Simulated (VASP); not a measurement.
The system is Si.

```
Si
1.0
     3.15148    0.00000    0.00000
    -1.57574    2.72926    0.00000
     0.00000    0.00000    5.11502
Si
2
Direct
  0.33333 0.66667 0.25000
  0.66667 0.33333 0.75000
```

This isn't the form of Si at room conditions, which is diamond.

| Quantity | Value |
| --- | --- |
| Program | VASP 6.6.1 |
| Task | relaxation of cell and atoms |
| Functional | r2SCAN |
| Potentials or basis | VASP PAW PBE potentials, release 64 (Si) |
| Cutoff | 600 eV |
| k mesh | 6 × 6 × 4 |
| Occupations | gaussian, width 0.1 eV |
| Spin | no spin polarisation |

At the start: pressure -16.2 GPa; volume 22.00 Å³/atom.

Problem. Where does the relaxation end?

Solution. Over 11 steps the energy falls by 597.9 meV/atom and the volume is 13.63 Å³/atom (-38.1 %); space group P6_3/mmc (No. 194, to 0.1 Å) before and after.

The path:
| step | energy change (eV) | largest force (eV/Å) | pressure (GPa) | volume (Å³) |
| --- | --- | --- | --- | --- |
| 1 | 0.0000 | 0.0000 | -16.25 | 44.00 |
| 2 | -1.0805 | 0.0000 | -8.07 | 31.27 |
| 3 | -1.1876 | 0.0000 | -1.95 | 28.12 |
| 4 | -1.1919 | 0.0000 | 0.41 | 27.28 |
| 5 | -1.1918 | 0.0000 | -0.44 | 27.56 |
| 6 | -1.1948 | 0.0000 | -0.98 | 27.53 |
| 7 | -1.1950 | 0.0000 | -0.92 | 27.53 |
| 8 | -1.1956 | 0.0000 | 0.14 | 27.20 |
| 9 | -1.1957 | 0.0000 | -0.12 | 27.27 |
| 10 | -1.1957 | 0.0000 | 0.12 | 27.23 |
| 11 | -1.1958 | 0.0000 | -0.01 | 27.25 |

Final structure:
```xyz
2
Lattice="2.6734 0.0000 0.0000 -1.3367 2.3152 0.0000 0.0000 0.0000 4.4032" Properties=species:S:1:pos:R:3 pbc="T T T"
Si    0.0000    1.5435    1.1008
Si    1.3367    0.7717    3.3024
```

Caveat: the k points lie up to 0.45 Å⁻¹ apart in the final cell, too coarse for converged energies and pressures of a metal; the volume moved by over 15 % at a fixed basis, so the end points are rough; the PAW data sets were made with another functional, which shifts forces and pressure a little.
